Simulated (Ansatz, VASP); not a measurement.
## AlW3: VASP beside Ansatz

```
CELL_PARAMETERS angstrom
3.98443 0.00000 0.00000
0.00000 3.98443 0.00000
0.00000 0.00000 3.98443
ATOMIC_POSITIONS crystal
Al 0.00000 0.00000 0.00000
W 0.50000 0.00000 0.50000
W 0.00000 0.50000 0.50000
W 0.50000 0.50000 0.00000
```

Change from the starting cell: species swapped into the GaNi3 type (Pm-3m, No. 221).

Alike in both runs: task relaxation of cell and atoms; functional PBE; k mesh 12 × 12 × 12; occupations gaussian, width 0.1 eV; no spin polarisation.

```csv
,VASP,Ansatz
version,VASP 6.6.1,Ansatz 0.2.0
potentials or method,"VASP PAW PBE potentials, release 64 (Al, W_sv), cutoff 600 eV","scalar-relativistic, plane waves, PAW"
valence electrons in the cell,45,45
```

```csv
,VASP,Ansatz,Ansatz less VASP
"gap on the k mesh at the Fermi level, each at its own relaxed structure (eV)",none,none,-
relaxed volume (Å³/atom),15.89,15.87,-0.019
relaxed cell length with the largest relative difference (Å),3.991,3.989,-0.0016
```

A gap of «none» marks a metal or a gap that the smearing closes.

Spin-orbit coupling is off throughout.
